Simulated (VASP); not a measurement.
Input of a VASP 6.6.1 run:

The input INCAR:

```
SYSTEM = MoS2
  ALGO = Normal
  DIPOL = 0.5 0.5 0.500
  EDIFF = 1E-7
  EDIFFG = -0.003
  ENCUT = 450
  GGA = PS
  GGA_COMPAT = .FALSE.
  IBRION = 2
  IDIPOL = 3
  ISIF = 2
  ISMEAR = 0
  LASPH = .TRUE.
  LCHARG = .FALSE.
  LDIPOL = .TRUE.
  LREAL = .FALSE.
  LWAVE = .FALSE.
  NELM = 120
  NELMDL = -8
  NELMIN = 4
  NSW = 100
  PREC = Accurate
  SIGMA = 0.02
```

The input KPOINTS:

```
k-points
0
G
  12 12 1
  0 0 0
```

Contents of POSCAR:

```
MoS2
1.0
    3.1916000000      0.0000000000      0.0000000000
   -1.5958000000      2.7366402760      0.0000000000
    0.0000000000      0.0000000000     21.1300000000
S Mo
2 1
Direct
    0.6666666667      0.3333333333      0.4259346900
    0.6666666667      0.3333333333      0.5740653100
    0.3333333333      0.6666666667      0.5000000000
```

Potentials or basis: VASP PAW PBE potentials, release 64 (S, Mo_sv).

Run with:

```sh
$ cat potpaw_PBE.64/S/POTCAR potpaw_PBE.64/Mo_sv/POTCAR > POTCAR
$ mpirun -np 1 vasp_std > vasp.out
```

(1) Estimate the band gap on the k mesh.

(2) What does it give for the energy gained by relaxing?

## Answers

(1) 1.61 eV (least direct gap 1.68 eV).

(2) 2.2 meV/atom.
